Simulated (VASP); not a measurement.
Crystal: SnSe2.

```
CELL_PARAMETERS angstrom
0.00000 3.29752 5.00426
2.31364 0.00000 5.00426
2.31364 3.29752 0.00000
ATOMIC_POSITIONS crystal
Sn 0.00000 0.00000 0.00000
Se 0.31972 0.31972 0.68028
Se 0.68028 0.68028 0.31972
```

The cell was generated, and may not be a known phase.

```yaml
Program: VASP 6.6.1
Task: relaxation of cell and atoms
Functional: PBE
Potentials_or_basis: VASP PAW PBE potentials, release 64 (Sn_d, Se)
Cutoff: 600 eV
k_mesh: 6 × 6 × 6
Occupations: gaussian, width 0.1 eV
Spin: no spin polarisation
```

At the start: pressure 0.9 GPa; volume 25.45 Å³/atom.

Task: How do energy, volume and symmetry change on relaxing?

Result: Over 16 steps the energy falls by 61.2 meV/atom and the volume is 24.25 Å³/atom (-4.7 %); space group Fmmm (No. 69, to 0.1 Å) before and after.

The path:
| step | energy change (eV) | largest force (eV/Å) | pressure (GPa) | volume (Å³) |
| --- | --- | --- | --- | --- |
| 1 | 0.0000 | 0.1786 | 0.85 | 76.36 |
| 2 | -0.0113 | 0.1342 | -0.72 | 77.85 |
| 3 | -0.0114 | 0.1368 | -0.64 | 77.76 |
| 4 | -0.0206 | 0.1733 | -0.57 | 77.17 |
| 5 | -0.0508 | 0.3447 | -0.39 | 75.37 |
| 6 | -0.1305 | 0.4662 | 0.58 | 71.60 |
| 7 | 0.1744 | 0.0278 | 8.75 | 63.53 |
| 8 | -0.1384 | 0.4109 | 0.95 | 70.95 |
| 9 | -0.1441 | 0.3702 | 0.96 | 70.87 |
| 10 | -0.1501 | 0.2999 | 1.08 | 70.70 |
| 11 | -0.1506 | 0.2794 | 1.14 | 70.64 |
| 12 | -0.1603 | 0.2535 | 0.72 | 71.20 |
| 13 | -0.1760 | 0.1710 | -0.50 | 72.89 |
| 14 | -0.1770 | 0.1460 | -0.84 | 73.42 |
| 15 | -0.1824 | 0.0745 | -0.40 | 73.03 |
| 16 | -0.1836 | 0.0201 | -0.06 | 72.76 |

Final structure:
```
Sn Se
1.0
     0.00000    2.96806    5.47729
     2.23779    0.00000    5.47729
     2.23779    2.96806    0.00000
Sn Se
1 2
Direct
  0.00000 0.00000 0.00000
  0.34089 0.34089 0.65911
  0.65911 0.65911 0.34089
```
